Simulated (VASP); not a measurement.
# Cu (Fm-3m) in VASP: notebook

Cu is run at these levels: LDA; tasks: single point.

Everything below comes from runs of VASP 6.6.1. Logs are shortened: lines on timing, memory, paths and dates and some standing lists are left out, and cuts for length are marked.

## Step 1: The cell of the first run

It takes space group Fm-3m (No. 225, cubic). Conventional cell: a = 2.883 Å, b = 2.883 Å, c = 2.883 Å, α = 90.00°, β = 90.00°, γ = 90.00°. Within 2.7 Å of Cu (site symmetry m-3m) lie 12 Cu at 2.04 Å.

## Step 2: Single point, LDA

File INCAR:

```
SYSTEM = Cu
PREC     = Accurate       ! precision mode
ENCUT    = 520            ! plane-wave cutoff, eV
EDIFF    = 1E-6           ! SCF threshold, eV
ISMEAR   = -1             ! smearing method
SIGMA    = 0.05           ! smearing width, eV
LREAL    = .FALSE.        ! projectors in reciprocal space
LASPH    = .TRUE.         ! aspherical terms in the spheres
NELM     = 80             ! most SCF steps
ALGO     = Normal         ! electronic algorithm
ISIF     = 2              ! what is computed and relaxed
LWAVE    = .FALSE.        ! write WAVECAR
LCHARG   = .FALSE.        ! write CHGCAR
NBANDS   = 12             ! bands
```

File KPOINTS:

```
regular mesh
0
G
  18 18 18
  0 0 0
```

File POSCAR:

```
Cu
1.0
    0.0000000000      1.4414539722      1.4414539722
    1.4414539722      0.0000000000      1.4414539722
    1.4414539722      1.4414539722      0.0000000000
Cu
1
Direct
    0.0000000000      0.0000000000      0.0000000000
```

Potentials or basis: VASP PAW LDA potentials, release 64 (Cu).

Started as:

```console
$ cat potpaw_LDA.64/Cu/POTCAR > POTCAR
$ mpirun -np 1 vasp_std > vasp.out
```

OUTCAR:

```text
SYSTEM = Cu
   PREC = Accurate
   ENCUT = 520
   EDIFF = 1E-6
   ISMEAR = -1
   LREAL = .FALSE.
   LASPH = .TRUE.
   NELM = 80
   ISIF = 2

 ion  position               nearest neighbor table
   1  0.000  0.000  0.000-

  LATTYP: Found a face centered cubic cell.
 ALAT       =     2.8829079444

  Lattice vectors:

 A1 = (   0.0000000000,   1.4414539722,   1.4414539722)
 A2 = (   1.4414539722,   0.0000000000,   1.4414539722)
 A3 = (   1.4414539722,   1.4414539722,   0.0000000000)

Analysis of symmetry for initial positions (statically):
=====================================================================
 Subroutine PRICEL returns:
 Original cell was already a primitive cell.

 Routine SETGRP: Setting up the symmetry group for a
 face centered cubic supercell.

 Subroutine GETGRP returns: Found 48 space group operations
 (whereof 48 operations were pure point group operations)
 out of a pool of 48 trial point group operations.

The static configuration has the point symmetry O_h .

Analysis of symmetry for dynamics (positions and initial velocities):
=====================================================================
 Subroutine PRICEL returns:
 Original cell was already a primitive cell.

 Routine SETGRP: Setting up the symmetry group for a
 face centered cubic supercell.

 Subroutine GETGRP returns: Found 48 space group operations
 (whereof 48 operations were pure point group operations)
 out of a pool of 48 trial point group operations.

The dynamic configuration has the point symmetry O_h .

 Subroutine INISYM returns: Found 48 space group operations
 (whereof 48 operations are pure point group operations),
 and found     1 'primitive' translations

----------------------------------------------------------------------------------------

                                     Primitive cell

  volume of cell :       5.9901

  direct lattice vectors                    reciprocal lattice vectors
     0.000000000  1.441453972  1.441453972    -0.346871985  0.346871985  0.346871985
     1.441453972  0.000000000  1.441453972     0.346871985 -0.346871985  0.346871985
     1.441453972  1.441453972  0.000000000     0.346871985  0.346871985 -0.346871985

  length of vectors
     2.038523757  2.038523757  2.038523757     0.600799901  0.600799901  0.600799901

  position of ions in fractional coordinates (direct lattice)
     0.000000000  0.000000000  0.000000000

  ion indices of the primitive-cell ions
   primitive index   ion index
                 1           1

[... 77 lines left out ...]
   ISIF   =      2    stress and relaxation
   ISYM   =      2    0-nonsym 1-usesym 2-fastsym
   POTIM  = 0.5000    time-step for ionic-motion
   TEBEG  =    0.0;   TEEND  =   0.0 temperature during run
   PSTRESS=    0.0 pullay stress
   NELECT =      11.0000    total number of electrons
   NUPDOWN=      -1.0000    fix difference up-down
   EMIN   =  10.00;   EMAX   =-10.00  energy-range for DOS
   EFERMI =   0.00;   METHOD = LEGACY
   ISMEAR =    -1;   SIGMA  =   0.05  broadening in eV -4-tet -1-fermi 0-gaus
   EFERMI_NEDOS =   21; number of points for ismear=-14 and -15
   IALGO  =     38    algorithm
   IMIX   =      4    mixing-type and parameters
     AMIX     =   0.40;   BMIX     =  1.00
     AMIX_MAG =   1.60;   BMIX_MAG =  1.00
  volume/ion in A,a.u.               =       5.99        40.42
  Fermi-wavevector in a.u.,A,eV,Ry     =   2.004756  3.788440 54.682472  4.019048
  Thomas-Fermi vector in A             =   3.019150
   LORBIT       =      0    0 simple, 1 ext, 2 COOP (PROOUT), +10 PAW based schemes
   GGA     = CA    functional components
   LHFCALC =     F    Hartree Fock is set to
   AEXX    =    0.0000 exact exchange contribution
   IVDW    =     0    specifies the selected vdW correction
   LEPSILON=     F    determine dielectric tensor
   LRPA    =     F    only Hartree local field effects (RPA)
 non-spin polarized calculation
  energy-cutoff  :      520.00
  volume of cell :        5.99
 maximum number of plane-waves:       169
   NGX =  7   NGY =  7   NGZ =  7

 number of electron      11.0000005 magnetization

 Free energy of the ion-electron system (eV)
  ---------------------------------------------------
  ext. energy  EPLUGINS =         0.00000000
  ---------------------------------------------------
  free energy    TOTEN  =        -0.47469615 eV

  energy without entropy =       -0.47324159  energy(sigma->0) =       -0.47396887

 E-fermi :  20.4217     XC(G=0): -17.5896

 val. band max:       20.3943605914   @ k =  -0.2222   0.2778   0.0556
 cond. band min:      20.4790214627   @ k =  -0.2222   0.2778   0.1111
 fundamental gap:      0.0846608713
 Fermi energy:        20.4216960265

 k-point     1 :       0.0000    0.0000    0.0000
  band No.  band energies     occupation
      1       4.0618      2.00000
      2      13.4118      2.00000
      3      13.4118      2.00000
      4      13.4118      2.00000
      5      15.7915      2.00000
      6      15.7915      2.00000
      7      46.7622      0.00000
      8      55.3760      0.00000
      9      55.3760      0.00000
     10      55.3760      0.00000
     11      61.9485      0.00000
     12      61.9485      0.00000
[... 331 lines left out ...]
 k-point    24 :      -0.2222    0.0556    0.0000
  band No.  band energies     occupation
      1       7.2488      2.00000
      2      12.5806      2.00000
      3      13.8177      2.00000
      4      13.9283      2.00000
      5      15.5772      2.00000
      6      16.3093      2.00000
      7      40.0700      0.00000
      8      47.1632      0.00000
      9      53.3135      0.00000
     10      56.9942      0.00000
     11      59.3460      0.00000
     12      60.3023      0.00000

 [... further k-points ...]

------------------------ aborting loop because EDIFF is reached ----------------------------------------

  FORCE on cell =-STRESS in cart. coord.  units (eV):
  Direction    XX          YY          ZZ          XY          YZ          ZX
  --------------------------------------------------------------------------------------
  -------------------------------------------------------------------------------------
  Total       18.4264426     18.4264426     18.4264426     -0.0000000      0.0000000      0.0000000
  in kB     4928.5565976   4928.5565976   4928.5565976     -0.0000000      0.0000000      0.0000000
  external PRESSURE =    4928.5565976 kB  Pullay stress =       0.0000000 kB

 VOLUME and BASIS-vectors are now :
 -----------------------------------------------------------------------------
  energy-cutoff  :      520.00
  volume of cell :        5.99
      direct lattice vectors                 reciprocal lattice vectors
     0.000000000  1.441453972  1.441453972    -0.346871985  0.346871985  0.346871985
     1.441453972  0.000000000  1.441453972     0.346871985 -0.346871985  0.346871985
     1.441453972  1.441453972  0.000000000     0.346871985  0.346871985 -0.346871985

 POSITION                                       TOTAL-FORCE (eV/Angst)
 -----------------------------------------------------------------------------------
      0.00000      0.00000      0.00000        -0.000000      0.000000      0.000000
 -----------------------------------------------------------------------------------
    total drift:                                0.000000      0.000000      0.000000

  FREE ENERGIE OF THE ION-ELECTRON SYSTEM (eV)
  ---------------------------------------------------
  free  energy   TOTEN  =        -0.4746961518 eV

  energy  without entropy=       -0.4732415865  energy(sigma->0) =       -0.47396887
```

It took 6.8 s on 1 thread of Intel Xeon 6975P-C, shared host; peak memory 0.12 GiB.

Results:

* Free energy: -0.4747 eV
* Pressure: 492.9 GPa

## Step 3: Single point, LDA (volume scaled by 0.64)

File INCAR:

```
PREC = Accurate
ENCUT = 520
EDIFF = 1E-6
ISMEAR = -1
SIGMA = 0.05
LREAL = F
LASPH = T
NELM = 60
ALGO = Normal
ISIF = 2
LWAVE = F
LCHARG = F
NBANDS = 12
```

File KPOINTS:

```
regular mesh
0
Gamma
  18 18 18
```

File POSCAR:

```
Cu
1.0
    0.0000000000      1.5161419840      1.5161419840
    1.5161419840      0.0000000000      1.5161419840
    1.5161419840      1.5161419840      0.0000000000
Cu
1
Direct
    0.0000000000      0.0000000000      0.0000000000
```

Potentials or basis: VASP PAW LDA potentials, release 64 (Cu).

Started as:

```console
$ cat potpaw_LDA.64/Cu/POTCAR > POTCAR
$ mpirun -np 1 vasp_std > vasp.out
```

OUTCAR:

```text
PREC = Accurate
   ENCUT = 520
   EDIFF = 1E-6
   ISMEAR = -1
   LREAL = F
   LASPH = T
   NELM = 60
   ISIF = 2

 ion  position               nearest neighbor table
   1  0.000  0.000  0.000-

  LATTYP: Found a face centered cubic cell.
 ALAT       =     3.0322839680

  Lattice vectors:

 A1 = (   0.0000000000,   1.5161419840,   1.5161419840)
 A2 = (   1.5161419840,   0.0000000000,   1.5161419840)
 A3 = (   1.5161419840,   1.5161419840,   0.0000000000)

Analysis of symmetry for initial positions (statically):
=====================================================================
 Subroutine PRICEL returns:
 Original cell was already a primitive cell.

 Routine SETGRP: Setting up the symmetry group for a
 face centered cubic supercell.

 Subroutine GETGRP returns: Found 48 space group operations
 (whereof 48 operations were pure point group operations)
 out of a pool of 48 trial point group operations.

The static configuration has the point symmetry O_h .

Analysis of symmetry for dynamics (positions and initial velocities):
=====================================================================
 Subroutine PRICEL returns:
 Original cell was already a primitive cell.

 Routine SETGRP: Setting up the symmetry group for a
 face centered cubic supercell.

 Subroutine GETGRP returns: Found 48 space group operations
 (whereof 48 operations were pure point group operations)
 out of a pool of 48 trial point group operations.

The dynamic configuration has the point symmetry O_h .

 Subroutine INISYM returns: Found 48 space group operations
 (whereof 48 operations are pure point group operations),
 and found     1 'primitive' translations

----------------------------------------------------------------------------------------

                                     Primitive cell

  volume of cell :       6.9703

  direct lattice vectors                    reciprocal lattice vectors
     0.000000000  1.516141984  1.516141984    -0.329784417  0.329784417  0.329784417
     1.516141984  0.000000000  1.516141984     0.329784417 -0.329784417  0.329784417
     1.516141984  1.516141984  0.000000000     0.329784417  0.329784417 -0.329784417

  length of vectors
     2.144148556  2.144148556  2.144148556     0.571203365  0.571203365  0.571203365

  position of ions in fractional coordinates (direct lattice)
     0.000000000  0.000000000  0.000000000

  ion indices of the primitive-cell ions
   primitive index   ion index
                 1           1

----------------------------------------------------------------------------------------

 KPOINTS: regular mesh

Automatic generation of k-mesh.
 Grid dimensions read from file:
 generate k-points for:   18   18   18

 Generating k-lattice:

  Cartesian coordinates                     Fractional coordinates (reciprocal lattice)
    -0.018321356  0.018321356  0.018321356     0.055555556  0.000000000  0.000000000
     0.018321356 -0.018321356  0.018321356     0.000000000  0.055555556  0.000000000
     0.018321356  0.018321356 -0.018321356     0.000000000  0.000000000  0.055555556

  Length of vectors
     0.031733520  0.031733520  0.031733520

  Shift w.r.t. Gamma in fractional coordinates (k-lattice)
     0.000000000  0.000000000  0.000000000

 Subroutine IBZKPT returns following result:
 ===========================================

 Found    195 irreducible k-points:

 Following reciprocal coordinates:
            Coordinates               Weight
  0.000000  0.000000  0.000000      1.000000
  0.055556  0.000000  0.000000      8.000000
  0.111111  0.000000  0.000000      8.000000
  0.166667  0.000000  0.000000      8.000000
  0.222222  0.000000  0.000000      8.000000
  0.277778  0.000000  0.000000      8.000000
[... 16 lines left out ...]
 -0.277778  0.055556  0.000000     24.000000
 -0.222222  0.055556  0.000000     24.000000
 [... further k-points ...]
   k-points           NKPTS =    195   k-points in BZ     NKDIM =    195   number of bands    NBANDS=     12
   number of dos      NEDOS =    301   number of ions     NIONS =      1
   total plane-waves  NPLWV =   4096
   dimension x,y,z NGX =    16 NGY =   16 NGZ =   16
   dimension x,y,z NGXF=    32 NGYF=   32 NGZF=   32
   ions per type =               1
   NGX,Y,Z   is equivalent  to a cutoff of  12.41, 12.41, 12.41 a.u.
   NGXF,Y,Z  is equivalent  to a cutoff of  24.81, 24.81, 24.81 a.u.
 SYSTEM =  unknown system
   PREC   = accura    normal or accurate (medium, high low for compatibility)
   ISTART =      0    job   : 0-new  1-cont  2-samecut
   ICHARG =      2    charge: 1-file 2-atom 10-const
   ISPIN  =      1    spin polarized calculation?
   LNONCOLLINEAR =      F non collinear calculations
   LSORBIT =      F    spin-orbit coupling
   LASPH  =      T    aspherical Exc in radial PAW
   ENCUT  =  520.0 eV  38.22 Ry    6.18 a.u.   3.99  3.99  3.99*2*pi/ulx,y,z
   NELM   =     60;   NELMIN=  2; NELMDL= -5     # of ELM steps
   EDIFF  = 0.1E-05   stopping-criterion for ELM
   LREAL  =      F    real-space projection
   EDIFFG = 0.1E-04   stopping-criterion for IOM
   NSW    =      0    number of steps for IOM
   IBRION =     -1    ionic relax: 0-MD 1-quasi-New 2-CG
   NFREE  =      0    steps in history (QN), initial steepest desc. (CG)
   ISIF   =      2    stress and relaxation
   ISYM   =      2    0-nonsym 1-usesym 2-fastsym
   POTIM  = 0.5000    time-step for ionic-motion
   TEBEG  =    0.0;   TEEND  =   0.0 temperature during run
   PSTRESS=    0.0 pullay stress
   NELECT =      11.0000    total number of electrons
   NUPDOWN=      -1.0000    fix difference up-down
   EMIN   =  10.00;   EMAX   =-10.00  energy-range for DOS
   EFERMI =   0.00;   METHOD = LEGACY
   ISMEAR =    -1;   SIGMA  =   0.05  broadening in eV -4-tet -1-fermi 0-gaus
   EFERMI_NEDOS =   21; number of points for ismear=-14 and -15
   IALGO  =     38    algorithm
   IMIX   =      4    mixing-type and parameters
     AMIX     =   0.40;   BMIX     =  1.00
     AMIX_MAG =   1.60;   BMIX_MAG =  1.00
  volume/ion in A,a.u.               =       6.97        47.04
  Fermi-wavevector in a.u.,A,eV,Ry     =   1.905998  3.601815 49.427649  3.632830
  Thomas-Fermi vector in A             =   2.943846
   LORBIT       =      0    0 simple, 1 ext, 2 COOP (PROOUT), +10 PAW based schemes
   GGA     = CA    functional components
   LHFCALC =     F    Hartree Fock is set to
   AEXX    =    0.0000 exact exchange contribution
   IVDW    =     0    specifies the selected vdW correction
   LEPSILON=     F    determine dielectric tensor
   LRPA    =     F    only Hartree local field effects (RPA)
 non-spin polarized calculation
  energy-cutoff  :      520.00
  volume of cell :        6.97
 maximum number of plane-waves:       198
   NGX =  7   NGY =  7   NGZ =  7

 number of electron      11.0000013 magnetization

 Free energy of the ion-electron system (eV)
  ---------------------------------------------------
  ext. energy  EPLUGINS =         0.00000000
  ---------------------------------------------------
  free energy    TOTEN  =        -2.68021539 eV

  energy without entropy =       -2.67841164  energy(sigma->0) =       -2.67931351

 E-fermi :  16.5000     XC(G=0): -16.4945

 val. band max:       16.4487301357   @ k =  -0.2222   0.2778   0.0556
 cond. band min:      16.5203758311   @ k =   0.4444   0.4444   0.0000
 fundamental gap:      0.0716456954
 Fermi energy:        16.5000461515

 k-point     1 :       0.0000    0.0000    0.0000
  band No.  band energies     occupation
      1       2.0773      2.00000
      2      10.8174      2.00000
      3      10.8174      2.00000
      4      10.8174      2.00000
      5      12.7036      2.00000
      6      12.7036      2.00000
      7      42.5113      0.00000
      8      49.6161      0.00000
      9      49.6161      0.00000
     10      49.6161      0.00000
     11      54.4174      0.00000
     12      54.4174      0.00000
[... 331 lines left out ...]
 k-point    24 :      -0.2222    0.0556    0.0000
  band No.  band energies     occupation
      1       4.9854      2.00000
      2      10.1354      2.00000
      3      11.1477      2.00000
      4      11.2373      2.00000
      5      12.5493      2.00000
      6      13.1199      2.00000
      7      34.5796      0.00000
      8      42.2254      0.00000
      9      47.0577      0.00000
     10      50.4334      0.00000
     11      53.0003      0.00000
     12      53.2971      0.00000

 [... further k-points ...]

------------------------ aborting loop because EDIFF is reached ----------------------------------------

  FORCE on cell =-STRESS in cart. coord.  units (eV):
  Direction    XX          YY          ZZ          XY          YZ          ZX
  --------------------------------------------------------------------------------------
  -------------------------------------------------------------------------------------
  Total       11.0736757     11.0736757     11.0736757      0.0000000      0.0000000      0.0000000
  in kB     2545.3808058   2545.3808058   2545.3808058      0.0000000      0.0000000      0.0000000
  external PRESSURE =    2545.3808058 kB  Pullay stress =       0.0000000 kB

 VOLUME and BASIS-vectors are now :
 -----------------------------------------------------------------------------
  energy-cutoff  :      520.00
  volume of cell :        6.97
      direct lattice vectors                 reciprocal lattice vectors
     0.000000000  1.516141984  1.516141984    -0.329784417  0.329784417  0.329784417
     1.516141984  0.000000000  1.516141984     0.329784417 -0.329784417  0.329784417
     1.516141984  1.516141984  0.000000000     0.329784417  0.329784417 -0.329784417

 POSITION                                       TOTAL-FORCE (eV/Angst)
 -----------------------------------------------------------------------------------
      0.00000      0.00000      0.00000        -0.000000      0.000000      0.000000
 -----------------------------------------------------------------------------------
    total drift:                                0.000000      0.000000      0.000000

  FREE ENERGIE OF THE ION-ELECTRON SYSTEM (eV)
  ---------------------------------------------------
  free  energy   TOTEN  =        -2.6802153896 eV

  energy  without entropy=       -2.6784116399  energy(sigma->0) =       -2.67931351
```

Wall time 7 s (1 thread of Intel Xeon 6975P-C, shared host); peak memory 0.12 GiB.

Results:

```yaml
Free_energy: -2.6802 eV
Pressure: 254.5 GPa
```
